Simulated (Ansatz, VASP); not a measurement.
**One calculation of TiO2, two programs**

Contents of INCAR:

```
PREC = Accurate ; ENCUT = 600
EDIFF = 1E-6 ; ISMEAR = 0
SIGMA = 0.01 ; LREAL = F
LASPH = T ; NELM = 60
ALGO = Normal ; ISIF = 3
LWAVE = F ; LCHARG = F
GGA = PE ; IVDW = 13
IBRION = 2 ; NSW = 80
EDIFFG = -0.01
```

Contents of KPOINTS:

```
regular mesh
0
Gamma
  8 8 8
```

Contents of POSCAR:

```
TiO2
1.0
   -1.8921000000      1.8921000000      4.7573000000
    1.8921000000     -1.8921000000      4.7573000000
    1.8921000000      1.8921000000     -4.7573000000
Ti O
2 4
Direct
    0.0000000000      0.0000000000      0.0000000000
    0.7500000000      0.2500000000      0.5000000000
    0.2081000000      0.2081000000      0.0000000000
    0.9581000000      0.4581000000      0.5000000000
    0.5419000000      0.0419000000      0.5000000000
    0.7919000000      0.7919000000      0.0000000000
```

Input for Ansatz:

```yaml
crystal:
  lattice:
    - [-1.8921, 1.8921, 4.7573]
    - [1.8921, -1.8921, 4.7573]
    - [1.8921, 1.8921, -4.7573]
  atoms:
    - { symbol: Ti, position: [0.0, 0.0, 0.0] }
    - { symbol: Ti, position: [0.75, 0.25, 0.5] }
    - { symbol: O, position: [0.2081, 0.2081, 0.0] }
    - { symbol: O, position: [0.9581000000000001, 0.45810000000000006, 0.5] }
    - { symbol: O, position: [0.5419, 0.0419, 0.5] }
    - { symbol: O, position: [0.7919, 0.7919, 0.0] }
kpoints:
  mp_grid:
    grid: [8, 8, 8]
hamiltonian:
  xc: pbe
  dispersion: d4
scf:
  occupations:
    method: fixed
relax:
  max_steps: 60
  cell: {}
```

Alike in both runs: task relaxation of cell and atoms; functional PBE; dispersion D4; k mesh 8 × 8 × 8; no spin polarisation.

|  | VASP | Ansatz |
| --- | --- | --- |
| version | VASP 6.6.1 | Ansatz 0.2.0 |
| potentials or method | VASP PAW PBE potentials, release 64 (Ti_sv, O) | plane waves, PAW |
| plane-wave cutoff (eV) | 600 | 420 |
| occupations | gaussian, width 0.01 eV | fixed |
| valence electrons in the cell | 48 | 48 |

|  | VASP | Ansatz | Ansatz less VASP |
| --- | --- | --- | --- |
| relaxed volume (Å³/atom) | 11.47 | 11.45 | -0.021 |
| relaxed cell length with the largest relative difference (Å) | 5.501 | 5.496 | -0.0048 |
